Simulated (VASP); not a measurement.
# Cs (P6/mmm) in VASP: further runs

Runs on Cs. Level: PBE. Tasks: single point.

Program: VASP 6.6.1. These are calculated values, not measurements. Logs are shortened: lines on timing, memory, paths and dates and some standing lists are left out, and cuts for length are marked.

## Step 1: The cell of the first run

It takes space group P6/mmm (No. 191, hexagonal). The conventional cell has a = 6.508 Å, b = 6.508 Å, c = 3.870 Å, α = 90.00°, β = 90.00°, γ = 120.00°. Within 5.1 Å of Cs (site symmetry 6/mmm) lie 14 Cs at 3.87 to 4.23 Å. Within 4.9 Å of Cs (site symmetry -6m2) lie 11 Cs at 3.76 to 4.23 Å.

This isn't the form of Cs at room conditions, which is bcc.

## Step 2: Single point, PBE

Contents of INCAR:

```
SYSTEM = Cs
PREC = Accurate
ENCUT = 520
EDIFF = 1E-6
ISMEAR = -1
SIGMA = 0.08
LREAL = .FALSE.
LASPH = .TRUE.
NELM = 60
ALGO = Normal
ISIF = 2
LWAVE = .FALSE.
LCHARG = .FALSE.
GGA = PE
NBANDS = 20
```

Contents of KPOINTS:

```
Automatic mesh
0
G
  4 4 6
  0 0 0
```

Contents of POSCAR:

```
Cs
1.0
    6.5075906402      0.0000000000      0.0000000000
   -3.2537953201      5.6357388118      0.0000000000
    0.0000000000      0.0000000000      3.8703410896
Cs
3
Direct
    0.0000000000      0.0000000000      0.0000000000
    0.3333333333      0.6666666667      0.5000000000
    0.6666666667      0.3333333333      0.5000000000
```

Potentials or basis: VASP PAW PBE potentials, release 64 (Cs_sv).

Launch:

```bash
$ cat potpaw_PBE.64/Cs_sv/POTCAR > POTCAR
$ mpirun -np 1 vasp_std > vasp.out
```

OUTCAR:

```text
SYSTEM = Cs
   PREC = Accurate
   ENCUT = 520
   EDIFF = 1E-6
   ISMEAR = -1
   LREAL = .FALSE.
   LASPH = .TRUE.
   NELM = 60
   ISIF = 2
   GGA = PE

 ion  position               nearest neighbor table
   1  0.000  0.000  0.000-
   2  0.333  0.667  0.500-
   3  0.667  0.333  0.500-

  LATTYP: Found a hexagonal cell.
 ALAT       =     6.5075906402
 C/A-ratio  =     0.5947425558

  Lattice vectors:

 A1 = (   6.5075906402,   0.0000000000,   0.0000000000)
 A2 = (  -3.2537953201,   5.6357388118,   0.0000000000)
 A3 = (   0.0000000000,   0.0000000000,   3.8703410896)

Analysis of symmetry for initial positions (statically):
=====================================================================
 Subroutine PRICEL returns:
 Original cell was already a primitive cell.

 Routine SETGRP: Setting up the symmetry group for a
 hexagonal supercell.

 Subroutine GETGRP returns: Found 24 space group operations
 (whereof 24 operations were pure point group operations)
 out of a pool of 24 trial point group operations.

The static configuration has the point symmetry D_6h.

Analysis of symmetry for dynamics (positions and initial velocities):
=====================================================================
 Subroutine PRICEL returns:
 Original cell was already a primitive cell.

 Routine SETGRP: Setting up the symmetry group for a
 hexagonal supercell.

 Subroutine GETGRP returns: Found 24 space group operations
 (whereof 24 operations were pure point group operations)
 out of a pool of 24 trial point group operations.

The dynamic configuration has the point symmetry D_6h.

 Subroutine INISYM returns: Found 24 space group operations
 (whereof 24 operations are pure point group operations),
 and found     1 'primitive' translations

----------------------------------------------------------------------------------------

                                     Primitive cell

  volume of cell :     141.9451

  direct lattice vectors                    reciprocal lattice vectors
     6.507590640  0.000000000  0.000000000     0.153666703  0.088719513  0.000000000
[... 70 lines left out ...]
   PREC   = accura    normal or accurate (medium, high low for compatibility)
   ISTART =      0    job   : 0-new  1-cont  2-samecut
   ICHARG =      2    charge: 1-file 2-atom 10-const
   ISPIN  =      1    spin polarized calculation?
   LNONCOLLINEAR =      F non collinear calculations
   LSORBIT =      F    spin-orbit coupling
   LASPH  =      T    aspherical Exc in radial PAW
   ENCUT  =  520.0 eV  38.22 Ry    6.18 a.u.  12.10 12.10  7.20*2*pi/ulx,y,z
   NELM   =     60;   NELMIN=  2; NELMDL= -5     # of ELM steps
   EDIFF  = 0.1E-05   stopping-criterion for ELM
   LREAL  =      F    real-space projection
   EDIFFG = 0.1E-04   stopping-criterion for IOM
   NSW    =      0    number of steps for IOM
   IBRION =     -1    ionic relax: 0-MD 1-quasi-New 2-CG
   NFREE  =      0    steps in history (QN), initial steepest desc. (CG)
   ISIF   =      2    stress and relaxation
   ISYM   =      2    0-nonsym 1-usesym 2-fastsym
   POTIM  = 0.5000    time-step for ionic-motion
   TEBEG  =    0.0;   TEEND  =   0.0 temperature during run
   PSTRESS=    0.0 pullay stress
   NELECT =      27.0000    total number of electrons
   NUPDOWN=      -1.0000    fix difference up-down
   EMIN   =  10.00;   EMAX   =-10.00  energy-range for DOS
   EFERMI =   0.00;   METHOD = LEGACY
   ISMEAR =    -1;   SIGMA  =   0.08  broadening in eV -4-tet -1-fermi 0-gaus
   EFERMI_NEDOS =   21; number of points for ismear=-14 and -15
   IALGO  =     38    algorithm
   IMIX   =      4    mixing-type and parameters
     AMIX     =   0.40;   BMIX     =  1.00
     AMIX_MAG =   1.60;   BMIX_MAG =  1.00
  volume/ion in A,a.u.               =      47.32       319.30
  Fermi-wavevector in a.u.,A,eV,Ry     =   0.941505  1.779187 12.060636  0.886432
  Thomas-Fermi vector in A             =   2.069023
   LORBIT       =      0    0 simple, 1 ext, 2 COOP (PROOUT), +10 PAW based schemes
   GGA     = PE    functional components
   LHFCALC =     F    Hartree Fock is set to
   AEXX    =    0.0000 exact exchange contribution
   IVDW    =     0    specifies the selected vdW correction
   LEPSILON=     F    determine dielectric tensor
   LRPA    =     F    only Hartree local field effects (RPA)
 non-spin polarized calculation
  energy-cutoff  :      520.00
  volume of cell :      141.95
 maximum number of plane-waves:      3852
   NGX = 25   NGY = 25   NGZ = 15

 number of electron      26.9999994 magnetization

 Free energy of the ion-electron system (eV)
  ---------------------------------------------------
  ext. energy  EPLUGINS =         0.00000000
  ---------------------------------------------------
  free energy    TOTEN  =        -0.30353293 eV

  energy without entropy =       -0.20796076  energy(sigma->0) =       -0.25574685

 E-fermi :   3.8426     XC(G=0):  -8.2703

 val. band max:        3.8025306177   @ k =   0.2500  -0.0000   0.0000
 cond. band min:       3.8668826720   @ k =   0.5000  -0.0000   0.5000
 fundamental gap:      0.0643520543
 Fermi energy:         3.8425937663

 k-point     1 :       0.0000    0.0000    0.0000
  band No.  band energies     occupation
      1     -20.1452      2.00000
      2     -19.8661      2.00000
      3     -19.8050      2.00000
      4      -7.4703      2.00000
      5      -7.4703      2.00000
      6      -7.1942      2.00000
[... 357 lines left out ...]
     19       6.1745      0.00000
     20       6.2685      0.00000

------------------------ aborting loop because EDIFF is reached ----------------------------------------

  FORCE on cell =-STRESS in cart. coord.  units (eV):
  Direction    XX          YY          ZZ          XY          YZ          ZX
  --------------------------------------------------------------------------------------
  -------------------------------------------------------------------------------------
  Total        4.8956412      4.8956412      4.9757922      0.0000000      0.0000000     -0.0000000
  in kB       55.2585954     55.2585954     56.1632835      0.0000000      0.0000000     -0.0000000
  external PRESSURE =      55.5601581 kB  Pullay stress =       0.0000000 kB

 VOLUME and BASIS-vectors are now :
 -----------------------------------------------------------------------------
  energy-cutoff  :      520.00
  volume of cell :      141.95
      direct lattice vectors                 reciprocal lattice vectors
     6.507590640  0.000000000  0.000000000     0.153666703  0.088719513  0.000000000
    -3.253795320  5.635738812  0.000000000     0.000000000  0.177439025  0.000000000
     0.000000000  0.000000000  3.870341090     0.000000000  0.000000000  0.258375160

 POSITION                                       TOTAL-FORCE (eV/Angst)
 -----------------------------------------------------------------------------------
      0.00000      0.00000      0.00000        -0.000000      0.000000      0.000000
     -0.00000      3.75716      1.93517        -0.000000     -0.000000     -0.000000
      3.25380      1.87858      1.93517         0.000000      0.000000      0.000000
 -----------------------------------------------------------------------------------
    total drift:                               -0.000000      0.000000     -0.000000

  FREE ENERGIE OF THE ION-ELECTRON SYSTEM (eV)
  ---------------------------------------------------
  free  energy   TOTEN  =        -0.3035329349 eV

  energy  without entropy=       -0.2079607558  energy(sigma->0) =       -0.25574685
```

It took 41 s on 1 thread of Intel Xeon 6975P-C (Granite Rapids), shared host; peak memory 0.23 GiB.

What came out:

```
Free energy            : -0.3035 eV
Pressure               : 5.6 GPa
Band gap on the k mesh : zero (an odd number of electrons rules out a gap without spin polarisation)
```

Caveat: the cell stands under pressure; spin-orbit coupling is left out, which moves the levels of the heavy elements.

## Step 3: Single point, PBE (47.32 Å³/atom)

Contents of INCAR:

```
PREC = Accurate
ENCUT = 520
EDIFF = 1E-6
ISMEAR = -1
SIGMA = 0.08
LREAL = F
LASPH = T
NELM = 60
ALGO = Normal
ISIF = 2
LWAVE = F
LCHARG = T
GGA = PE
LELF = T
LVHAR = T
NBANDS = 20
```

Contents of KPOINTS:

```
regular mesh
0
Gamma
  4 4 6
```

POSCAR is that of step 2.

Potentials or basis: VASP PAW PBE potentials, release 64 (Cs_sv).

Launch:

```bash
$ cat potpaw_PBE.64/Cs_sv/POTCAR > POTCAR
$ mpirun -np 1 vasp_std > vasp.out
```

Wall time 40 s (1 thread of Intel Xeon 6975P-C (Granite Rapids), shared host); peak memory 0.24 GiB.

It converged, with:

| Property | Result |
| --- | --- |
| Free energy | -0.3035 eV |
| Pressure | 5.6 GPa |
| Band gap on the k mesh | zero (an odd number of electrons rules out a gap without spin polarisation) |

Stress tensor (GPa, compression positive):
```
5.53 0.00 0.00
0.00 5.53 0.00
0.00 0.00 5.62
```

Levels at points of the mesh, in eV from the Fermi level:
| k point | band 11 | band 12 | band 13 | band 14 | band 15 | band 16 |
| --- | --- | --- | --- | --- | --- | --- |
| (0.00, 0.00, 0.00) | -9.85 | -9.79 | -2.01 | -0.06 | 1.74 | 1.76 |
| (0.50, 0.00, 0.00) | -9.99 | -9.86 | -0.62 | -0.26 | -0.12 | 1.28 |
| (0.00, 0.00, 0.50) | -10.12 | -10.12 | -0.54 | -0.54 | 0.31 | 0.31 |
| (0.50, 0.00, 0.50) | -10.30 | -9.97 | -0.42 | 0.02 | 0.05 | 0.50 |

Caveat: the cell stands under pressure; spin-orbit coupling is left out, which moves the levels of the heavy elements.

## Step 4: Single point, PBE

This run uses another cell than the first one, of 59.14 Å³/atom.

Contents of INCAR:

```
SYSTEM = Cs
PREC     = Accurate       ! precision mode
ENCUT    = 520            ! plane-wave cutoff, eV
EDIFF    = 1E-6           ! SCF threshold, eV
ISMEAR   = -1             ! smearing method
SIGMA    = 0.08           ! smearing width, eV
LREAL    = .False.        ! projectors in reciprocal space
LASPH    = .True.         ! aspherical terms in the spheres
NELM     = 80             ! most SCF steps
ALGO     = Normal         ! electronic algorithm
ISIF     = 2              ! what is computed and relaxed
LWAVE    = .False.        ! write WAVECAR
LCHARG   = .False.        ! write CHGCAR
GGA      = PE             ! functional
NBANDS   = 20             ! bands
```

Contents of KPOINTS:

```
Automatic mesh
0
Gamma
  4 4 6
  0 0 0
```

Contents of POSCAR:

```
Cs
1.0
    7.0100895119      0.0000000000      0.0000000000
   -3.5050447559      6.0709156001      0.0000000000
    0.0000000000      0.0000000000      4.1691985528
Cs
3
Direct
    0.0000000000      0.0000000000      0.0000000000
    0.3333333333      0.6666666667      0.5000000000
    0.6666666667      0.3333333333      0.5000000000
```

Launch:

```bash
$ cat potpaw_PBE.64/Cs_sv/POTCAR > POTCAR
$ mpirun -np 1 vasp_std > vasp.out
```

It took 69 s on 1 thread of Intel Xeon 6975P-C (Granite Rapids), shared host; peak memory 0.29 GiB.

Results (log left out):

- Free energy: -1.3027 eV
- Pressure: 3.5 GPa
- Band gap on the k mesh: zero (an odd number of electrons rules out a gap without spin polarisation)

Levels at points of the mesh, in eV from the Fermi level:
```tsv
k point	band 11	band 12	band 13	band 14	band 15	band 16
(0.00, 0.00, 0.00)	-10.12	-10.10	-2.16	0.22	1.37	1.37
(0.50, 0.00, 0.00)	-10.21	-10.13	-0.69	-0.58	-0.40	1.36
(0.00, 0.00, 0.50)	-10.29	-10.29	-0.10	-0.10	0.32	0.49
(0.50, 0.00, 0.50)	-10.34	-10.21	-0.26	0.08	0.23	0.74
```

Caveat: the cell stands under pressure; spin-orbit coupling is left out, which moves the levels of the heavy elements.

(Continued in part 2 of 2.)
